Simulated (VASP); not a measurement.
# Bi (Pm-3m) in VASP: single point with LDA

Aim: the single point of Bi with LDA.

Everything below comes from runs of VASP 6.6.1. Logs are shortened: lines on timing, memory, paths and dates and some standing lists are left out, and cuts for length are marked.

## Step 1: The cell of the first run

Symmetry: Pm-3m, No. 221, cubic system. Conventional cell: a = 4.972 Å, b = 4.972 Å, c = 4.972 Å, α = 90.00°, β = 90.00°, γ = 90.00°. Within 4.6 Å of Bi (site symmetry 4/mmm) lie 8 Bi at 3.52 Å.

## Step 2: Single point, LDA

File INCAR:

```
ALGO = Normal ; EDIFF = 1E-6
ENCUT = 500 ; GGA = CA
GGA_COMPAT = F ; ISIF = 2
ISMEAR = -1 ; LASPH = T
LCHARG = F ; LREAL = F
LWAVE = F ; NBANDS = 30
NELM = 120 ; PREC = Accurate
SIGMA = 0.1
```

File KPOINTS:

```
k-points
0
Gamma
  5 5 5
```

File POSCAR:

```
Bi
1.0
    4.9720590000      0.0000000000      0.0000000000
    0.0000000000      4.9720590000      0.0000000000
    0.0000000000      0.0000000000      4.9720590000
Bi
3
Direct
    0.5000000000      0.0000000000      0.0000000000
    0.0000000000      0.5000000000      0.0000000000
    0.0000000000      0.0000000000      0.5000000000
```

Potentials or basis: VASP PAW LDA potentials, release 64 (Bi_d).

On the command line:

```sh
$ cat potpaw_LDA.64/Bi_d/POTCAR > POTCAR
$ mpirun -np 1 vasp_std > vasp.out
```

OUTCAR:

```text
EDIFF = 1E-6
   ENCUT = 500
   GGA = CA
   ISIF = 2
   ISMEAR = -1
   LASPH = T
   LREAL = F
   NELM = 120
   PREC = Accurate

 ion  position               nearest neighbor table
   1  0.500  0.000  0.000-   2 3.52   3 3.52   3 3.52   2 3.52   2 3.52   3 3.52   3 3.52   2 3.52

   2  0.000  0.500  0.000-   1 3.52   3 3.52   3 3.52   1 3.52   3 3.52   3 3.52   1 3.52   1 3.52

   3  0.000  0.000  0.500-   1 3.52   2 3.52   1 3.52   2 3.52   2 3.52   2 3.52   1 3.52   1 3.52

  LATTYP: Found a simple cubic cell.
 ALAT       =     4.9720590000

  Lattice vectors:

 A1 = (   4.9720590000,   0.0000000000,   0.0000000000)
 A2 = (   0.0000000000,   4.9720590000,   0.0000000000)
 A3 = (   0.0000000000,   0.0000000000,   4.9720590000)

Analysis of symmetry for initial positions (statically):
=====================================================================
 Subroutine PRICEL returns:
 Original cell was already a primitive cell.

 Routine SETGRP: Setting up the symmetry group for a
 simple cubic supercell.

 Subroutine GETGRP returns: Found 48 space group operations
 (whereof 48 operations were pure point group operations)
 out of a pool of 48 trial point group operations.

The static configuration has the point symmetry O_h .

Analysis of symmetry for dynamics (positions and initial velocities):
=====================================================================
 Subroutine PRICEL returns:
 Original cell was already a primitive cell.

 Routine SETGRP: Setting up the symmetry group for a
 simple cubic supercell.

 Subroutine GETGRP returns: Found 48 space group operations
 (whereof 48 operations were pure point group operations)
 out of a pool of 48 trial point group operations.

The dynamic configuration has the point symmetry O_h .

 Subroutine INISYM returns: Found 48 space group operations
 (whereof 48 operations are pure point group operations),
 and found     1 'primitive' translations

----------------------------------------------------------------------------------------

                                     Primitive cell

  volume of cell :     122.9161

  direct lattice vectors                    reciprocal lattice vectors
     4.972059000  0.000000000  0.000000000     0.201123921  0.000000000  0.000000000
[... 67 lines left out ...]
   ISPIN  =      1    spin polarized calculation?
   LNONCOLLINEAR =      F non collinear calculations
   LSORBIT =      F    spin-orbit coupling
   LASPH  =      T    aspherical Exc in radial PAW
   ENCUT  =  500.0 eV  36.75 Ry    6.06 a.u.   9.07  9.07  9.07*2*pi/ulx,y,z
   NELM   =    120;   NELMIN=  2; NELMDL= -5     # of ELM steps
   EDIFF  = 0.1E-05   stopping-criterion for ELM
   LREAL  =      F    real-space projection
   EDIFFG = 0.1E-04   stopping-criterion for IOM
   NSW    =      0    number of steps for IOM
   IBRION =     -1    ionic relax: 0-MD 1-quasi-New 2-CG
   NFREE  =      0    steps in history (QN), initial steepest desc. (CG)
   ISIF   =      2    stress and relaxation
   ISYM   =      2    0-nonsym 1-usesym 2-fastsym
   POTIM  = 0.5000    time-step for ionic-motion
   TEBEG  =    0.0;   TEEND  =   0.0 temperature during run
   PSTRESS=    0.0 pullay stress
   NELECT =      45.0000    total number of electrons
   NUPDOWN=      -1.0000    fix difference up-down
   EMIN   =  10.00;   EMAX   =-10.00  energy-range for DOS
   EFERMI =   0.00;   METHOD = LEGACY
   ISMEAR =    -1;   SIGMA  =   0.10  broadening in eV -4-tet -1-fermi 0-gaus
   EFERMI_NEDOS =   21; number of points for ismear=-14 and -15
   IALGO  =     38    algorithm
   IMIX   =      4    mixing-type and parameters
     AMIX     =   0.40;   BMIX     =  1.00
     AMIX_MAG =   1.60;   BMIX_MAG =  1.00
  volume/ion in A,a.u.               =      40.97       276.49
  Fermi-wavevector in a.u.,A,eV,Ry     =   1.171142  2.213137 18.661378  1.371573
  Thomas-Fermi vector in A             =   2.307590
   LORBIT       =      0    0 simple, 1 ext, 2 COOP (PROOUT), +10 PAW based schemes
   GGA     = CA    functional components
   LHFCALC =     F    Hartree Fock is set to
   AEXX    =    0.0000 exact exchange contribution
   IVDW    =     0    specifies the selected vdW correction
   LEPSILON=     F    determine dielectric tensor
   LRPA    =     F    only Hartree local field effects (RPA)
 non-spin polarized calculation
  energy-cutoff  :      500.00
  volume of cell :      122.92
 maximum number of plane-waves:      3143
   NGX = 19   NGY = 19   NGZ = 19

 number of electron      44.9999979 magnetization

 Free energy of the ion-electron system (eV)
  ---------------------------------------------------
  ext. energy  EPLUGINS =         0.00000000
  ---------------------------------------------------
  free energy    TOTEN  =       -12.77844848 eV

  energy without entropy =      -12.68011251  energy(sigma->0) =      -12.72928050

 E-fermi :   4.5053     XC(G=0):  -9.0874

 val. band max:        4.4765368752   @ k =   0.4000   0.4000   0.0000
 cond. band min:       4.6085349148   @ k =   0.4000   0.0000   0.0000
 fundamental gap:      0.1319980397
 Fermi energy:         4.5053083307

 k-point     1 :       0.0000    0.0000    0.0000
  band No.  band energies     occupation
      1     -18.2566      2.00000
      2     -18.2566      2.00000
      3     -18.2566      2.00000
      4     -18.2389      2.00000
      5     -18.1643      2.00000
      6     -18.1643      2.00000
[... 319 lines left out ...]
     29      12.6328      0.00000
     30      12.9693      0.00000

------------------------ aborting loop because EDIFF is reached ----------------------------------------

  FORCE on cell =-STRESS in cart. coord.  units (eV):
  Direction    XX          YY          ZZ          XY          YZ          ZX
  --------------------------------------------------------------------------------------
  -------------------------------------------------------------------------------------
  Total       -4.6637081     -4.6637081     -4.6637081      0.0000000     -0.0000000      0.0000000
  in kB      -60.7901369    -60.7901369    -60.7901369      0.0000000     -0.0000000      0.0000000
  external PRESSURE =     -60.7901369 kB  Pullay stress =       0.0000000 kB

 VOLUME and BASIS-vectors are now :
 -----------------------------------------------------------------------------
  energy-cutoff  :      500.00
  volume of cell :      122.92
      direct lattice vectors                 reciprocal lattice vectors
     4.972059000  0.000000000  0.000000000     0.201123921  0.000000000  0.000000000
     0.000000000  4.972059000  0.000000000     0.000000000  0.201123921  0.000000000
     0.000000000  0.000000000  4.972059000     0.000000000  0.000000000  0.201123921

 POSITION                                       TOTAL-FORCE (eV/Angst)
 -----------------------------------------------------------------------------------
      2.48603      0.00000      0.00000         0.000000      0.000000      0.000000
      0.00000      2.48603      0.00000         0.000000      0.000000      0.000000
      0.00000      0.00000      2.48603         0.000000      0.000000      0.000000
 -----------------------------------------------------------------------------------
    total drift:                                0.000000      0.000000     -0.000000

  FREE ENERGIE OF THE ION-ELECTRON SYSTEM (eV)
  ---------------------------------------------------
  free  energy   TOTEN  =       -12.7784484838 eV

  energy  without entropy=      -12.6801125101  energy(sigma->0) =      -12.72928050
```

stdout:

```text
POSCAR found type information on POSCAR Bi
 POSCAR found :  1 types and       3 ions
 scaLAPACK will be used
 LDA part: xc-table for (Slater(with rela. corr.)+CA(PZ))
 , standard interpolation
 POSCAR, INCAR and KPOINTS ok, starting setup
 FFT: planning ... GRIDC
 FFT: planning ... GRID_SOFT
 FFT: planning ... GRID
 WAVECAR not read
 entering main loop
```

Wall time 27 s (1 thread of Intel Xeon Platinum 8488C (Sapphire Rapids), shared host); peak memory 0.18 GiB.

Results:

| Property | Result |
| --- | --- |
| Free energy | -12.7784 eV |
| Pressure | -6.1 GPa |

Caveat: spin-orbit coupling is left out, which moves the levels of the heavy elements.
